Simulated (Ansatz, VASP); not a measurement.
**S in VASP and in Ansatz**

```
CELL_PARAMETERS angstrom
-16.82983 -16.82983 0.00000
-16.82983 16.82983 0.00000
16.82983 0.00000 -20.44748
ATOMIC_POSITIONS crystal
S 0.85941 0.31289 0.56000
S 0.36260 0.86261 0.58385
S 0.36804 0.76807 0.53615
S 0.77076 0.33626 0.52610
S 0.26807 0.86804 0.53615
S 0.85418 0.25064 0.59391
S 0.36260 0.72124 0.58385
S 0.73828 0.35974 0.59153
S 0.22123 0.86261 0.58385
S 0.76884 0.17835 0.52848
S 0.26807 0.66811 0.53615
S 0.66837 0.27406 0.54508
S 0.16811 0.76807 0.53615
S 0.71487 0.21272 0.57492
S 0.22123 0.72124 0.58385
```

Change from the starting cell: atom 1 (S) set half-way to the vacancy, atoms relaxed in the symmetry of that start.

Alike in both runs: functional PBE; dispersion D3(BJ); k mesh 1 × 1 × 1; occupations gaussian, width 0.05 eV; no spin polarisation.

Ansatz relaxed the structure, and its values are those at the end. VASP's run is a single point on that final structure, the one shown.

|  | VASP | Ansatz |
| --- | --- | --- |
| version | VASP 6.6.1 | Ansatz 0.2.0 |
| potentials or method | VASP PAW PBE potentials, release 64 (S), cutoff 520 eV | scalar-relativistic, plane waves, PAW |
| valence electrons in the cell | 90 | 90 |

```csv
,VASP,Ansatz,Ansatz less VASP
gap on the k mesh at the Fermi level (eV),2.61,2.56,-0.043
least direct gap on the mesh (eV),2.61,2.56,-0.043
pressure (GPa),0.0,0.0,+0.02
rms of the force components (eV/Å),0.069,0.003,-0.0661
```

Ansatz's warnings: stress scf threshold loose.
